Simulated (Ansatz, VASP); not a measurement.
# One calculation of ZnO, two programs

Contents of INCAR:

```
ALGO = Normal
EDIFF = 1E-6
ENCUT = 520
GGA = PE
ISIF = 2
ISMEAR = -1
LASPH = True
LCHARG = True
LELF = True
LREAL = False
LVHAR = True
LWAVE = False
NBANDS = 16
NELM = 80
PREC = Accurate
SIGMA = 0.05
```

KPOINTS

```
k-points
0
Gamma
  15 15 15
```

File POSCAR:

```
ZnO
1.0
    2.3165999648      0.0000000000      0.0000000000
    0.0000000000      2.3165999648      0.0000000000
    0.0000000000      0.0000000000      2.3165999648
Zn O
1 1
Direct
    0.0000000000      0.0000000000      0.0000000000
    0.5000000000      0.5000000000      0.5000000000
```

Input for Ansatz:

```yaml
crystal:
  lattice:
    - [2.3165999648, 0.0, 0.0]
    - [0.0, 2.3165999648, 0.0]
    - [0.0, 0.0, 2.3165999648]
  atoms:
    - { symbol: Zn, position: [0.0, 0.0, 0.0] }
    - { symbol: O, position: [0.5, 0.5, 0.5] }
kpoints:
  mp_grid: { grid: [15, 15, 15] }
scf:
  occupations: { method: fermi_dirac, width: 0.05 }
hamiltonian:
  xc: pbe
  pseudopotentials: { kind: all_electron, lapw: { basis_error: 0.001 } }
output:
  forces: true
  stress: true
  eigenvalues: true
  populations: true
```

Change from the starting cell: volume scaled by 0.64, LAPW.

Alike in both runs: task single point; functional PBE; k mesh 15 × 15 × 15; occupations fermi-dirac, width 0.05 eV; no spin polarisation.

|  | VASP | Ansatz |
| --- | --- | --- |
| version | VASP 6.6.1 | Ansatz 0.2.0 |
| potentials or method | VASP PAW PBE potentials, release 64 (Zn, O), cutoff 520 eV | all-electron LAPW, scalar-relativistic |

VASP gave:

| Item | Value |
| --- | --- |
| gap on the k mesh at the Fermi level (eV) | 2.58 |
| pressure (GPa) | 203.9 |

**Question.** Estimate Ansatz's values.

**Answer.** gap on the k mesh at the Fermi level (eV): 2.65; pressure (GPa): 196.2.

Both programs put the cell under a high pressure, so it lies far from rest at this level. Ansatz ran all-electron here, and VASP with PAW potentials.

Noted on VASP's run: the cell as given lies far from equilibrium.
